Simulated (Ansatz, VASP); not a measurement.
# Hf8HO15 in VASP and in Ansatz

```
Hf H O
1.0
     0.00000    5.11500    5.11500
     5.11500    0.00000    5.11500
     5.11500    5.11500    0.00000
Hf H O
8 1 15
Direct
  0.99824 0.99824 0.99824
  0.99824 0.99824 0.50528
  0.99824 0.50528 0.99824
  0.00377 0.49874 0.49874
  0.50528 0.99824 0.99824
  0.49874 0.00377 0.49874
  0.49874 0.49874 0.00377
  0.49874 0.49874 0.49874
  0.12500 0.12500 0.12500
  0.12613 0.12613 0.62387
  0.12613 0.62387 0.12613
  0.12613 0.62387 0.62387
  0.62387 0.12613 0.12613
  0.62387 0.12613 0.62387
  0.62387 0.62387 0.12613
  0.62500 0.62500 0.62500
  0.37500 0.37500 0.37500
  0.36645 0.36645 0.88355
  0.36645 0.88355 0.36645
  0.36645 0.88355 0.88355
  0.88355 0.36645 0.36645
  0.88355 0.36645 0.88355
  0.88355 0.88355 0.36645
  0.87500 0.87500 0.87500
```

Alike in both runs: functional PBE; k mesh 3 × 3 × 3; occupations fermi-dirac, width 0.01 eV; collinear spin.

Ansatz relaxed the structure, and its values are those at the end. VASP's run is a single point on that final structure, the one shown.

|  | VASP | Ansatz |
| --- | --- | --- |
| version | VASP 6.6.1 | Ansatz 0.2.0 |
| potentials or method | VASP PAW PBE potentials, release 64 (Hf_pv, H, O) | plane-wave PAW, scalar-relativistic |
| plane-wave cutoff (eV) | 520 | 420 |
| valence electrons in the cell | 171 | 299 |

|  | VASP | Ansatz | Ansatz less VASP |
| --- | --- | --- | --- |
| pressure (GPa) | -6.0 | -2.6 | +3.34 |
| rms of the force components (eV/Å) | 0.024 | 0.001 | -0.0235 |
| net moment per atom (μB) | 0.00 | 0.00 | 0.000 |

VASP's potentials hold 171 valence electrons a cell and Ansatz's 299, so a difference there can come from the potentials and not from the codes. Ansatz's warnings: filled band counts differ across k points, seeded moment not kept, stress scf threshold loose.

Neither program's run includes spin-orbit coupling.
